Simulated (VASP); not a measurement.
A run of VASP 6.6.1 is set up as follows.

INCAR

```
SYSTEM = InP
PREC = Accurate
ENCUT = 520
EDIFF = 1E-7
ISMEAR = 0
SIGMA = 0.15
LREAL = .FALSE.
LASPH = .TRUE.
NELM = 60
ALGO = Normal
ISIF = 2
LWAVE = .FALSE.
LCHARG = .FALSE.
GGA = PE
NBANDS = 16
```

KPOINTS

```
Automatic mesh
0
G
  20 20 20
  0 0 0
```

The input POSCAR:

```
InP
1.0
    0.0000000000      2.6835355781      2.9518891359
    2.6835355781      0.0000000000      2.9518891359
    2.6835355781      2.6835355781      0.0000000000
In P
1 1
Direct
    0.0000000000      0.0000000000      0.0000000000
    0.5000000000      0.5000000000      0.5000000000
```

Potentials or basis: VASP PAW PBE potentials, release 64 (In_d, P).

Launch:

```console
$ cat potpaw_PBE.64/In_d/POTCAR potpaw_PBE.64/P/POTCAR > POTCAR
$ mpirun -np 1 vasp_std > vasp.out
```

Question: What does it give for the band gap on the k mesh?

Answer: Zero (bands 9 and 10 overlap by 2.37 eV).

Question: What does it give for the pressure?

Answer: 1.2 GPa.

Stress tensor (GPa, compression positive):
```
 3.94  0.00  0.00
 0.00  3.94  0.00
 0.00  0.00 -4.33
```

Caveat: the stress differs along the axes, from -4 to 4 GPa; spin-orbit coupling is left out, which moves the levels of the heavy elements.
